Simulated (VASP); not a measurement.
Here is a VASP 6.6.1 calculation.

The input INCAR:

```
SYSTEM = In
PREC     = Accurate       ! precision mode
ENCUT    = 600            ! plane-wave cutoff, eV
EDIFF    = 1E-6           ! SCF threshold, eV
ISMEAR   = -1             ! smearing method
SIGMA    = 0.05           ! smearing width, eV
LREAL    = .False.        ! projectors in reciprocal space
LASPH    = .True.         ! aspherical terms in the spheres
NELM     = 100            ! most SCF steps
ALGO     = Normal         ! electronic algorithm
ISIF     = 3              ! what is computed and relaxed
LWAVE    = .False.        ! write WAVECAR
LCHARG   = .False.        ! write CHGCAR
GGA      = RP             ! functional
IVDW     = 13             ! dispersion correction
IBRION   = 2              ! ionic algorithm
NSW      = 60             ! ionic steps
EDIFFG   = -0.01          ! ionic threshold
```

The input KPOINTS:

```
regular mesh
0
Gamma
  10 10 10
  0 0 0
```

Contents of POSCAR:

```
In
1.0
   -1.8825252400      1.8825252400      1.8825252400
    1.8825252400     -1.8825252400      1.8825252400
    1.8825252400      1.8825252400     -1.8825252400
In
1
Direct
    0.0000000000      0.0000000000      0.0000000000
```

Potentials or basis: VASP PAW PBE potentials, release 64 (In_d).

Launch:

```sh
$ cat potpaw_PBE.64/In_d/POTCAR > POTCAR
$ mpirun -np 1 vasp_std > vasp.out
```

Predict the dispersion energy per atom.

-0.607 eV.

Predict the space group after relaxing (to 0.05 Å).

Im-3m (No. 229).

Estimate the relaxed cell.

a = 3.254 Å, b = 3.254 Å, c = 3.254 Å, α = 109.47°, β = 109.47°, γ = 109.47°.

What does it give for the relaxed volume?

26.52 Å³/atom.

Final structure:
```
CELL_PARAMETERS angstrom
-1.87873 1.87873 1.87873
1.87873 -1.87873 1.87873
1.87873 1.87873 -1.87873
ATOMIC_POSITIONS crystal
In 0.00000 0.00000 0.00000
```

Caveat: the PAW data sets were made with another functional, which shifts forces and pressure a little; pairwise dispersion overbinds metals, which lowers pressure and volume.
